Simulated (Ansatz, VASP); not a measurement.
**One calculation of LiTaO2, two programs**

INCAR

```
  ALGO = Normal
  EDIFF = 1E-6
  ENCUT = 520
  GGA = PE
  ISIF = 2
  ISMEAR = 0
  ISPIN = 2
  LASPH = T
  LCHARG = F
  LMAXMIX = 4
  LORBIT = 11
  LREAL = F
  LWAVE = F
  MAGMOM = 0 1 0 0
  NBANDS = 25
  NELM = 150
  PREC = Accurate
  SIGMA = 0.1
```

The input KPOINTS:

```
k-points
0
Gamma
  4 4 6
```

Contents of POSCAR:

```
LiTaO2
1.0
    3.6111727493     -3.9521637828      0.0000000000
    3.6111727493      3.9521637828      0.0000000000
    0.0000000000      0.0000000000      3.0087994235
Li Ta O
1 1 2
Direct
    0.0000000000      0.0000000000      0.0000000000
    0.5000000000      0.5000000000      0.0000000000
    0.7561586486      0.7561586486      0.0000000000
    0.2438413514      0.2438413514      0.0000000000
```

Input for Ansatz:

```yaml
crystal:
  lattice:
    - [3.6111727493, -3.9521637828, 0.0]
    - [3.6111727493, 3.9521637828, 0.0]
    - [0.0, 0.0, 3.0087994235]
  atoms:
    - { symbol: Li, position: [0.0, 0.0, 0.0] }
    - { symbol: Ta, position: [0.5, 0.5, 0.0], spin: 1.0 }
    - { symbol: O, position: [0.7561586486, 0.7561586486, 0.0] }
    - { symbol: O, position: [0.2438413514, 0.2438413514, 0.0] }
basis:
  ecutwfc: 420
kpoints:
  mp_grid: { grid: [4, 4, 6] }
hamiltonian:
  xc: pbe
scf:
  occupations: { method: gaussian, width: 0.1 }
  lower_state_search: "off"
output:
  forces: true
  stress: true
  eigenvalues: true
  populations: true
magnetization:
  spin_polarized: true
```

Alike in both runs: task single point; functional PBE; k mesh 4 × 4 × 6; occupations gaussian, width 0.1 eV; collinear spin.

|  | VASP | Ansatz |
| --- | --- | --- |
| version | VASP 6.6.1 | Ansatz 0.2.0 |
| potentials or method | VASP PAW PBE potentials, release 64 (Li_sv, Ta_pv, O), cutoff 520 eV | scalar-relativistic, plane waves, PAW |
| valence electrons in the cell | 26 | 28 |

```tsv
	VASP	Ansatz	Ansatz less VASP
gap on the k mesh at the Fermi level (eV)	none	none	-
rms of the force components (eV/Å)	0.048	0.012	-0.0365
net moment per atom (μB)	0.17	0.17	0.000
size of the moment on the site where the two differ most (μB)	0.43	0.17	-0.266
```

Site moments also hang on the region over which each program counts them. Atom by atom the forces differ by 0.060 eV/Å (rms over components). A gap of «none» marks a metal or a gap that the smearing closes. The functional is the same, so the differences come from potentials, cutoffs and numerics. VASP's potentials hold 26 valence electrons a cell and Ansatz's 28, so a difference there can come from the potentials and not from the codes.

Neither program's run includes spin-orbit coupling. Noted on VASP's run: the cutoff is short for stress, so the pressure is rough.
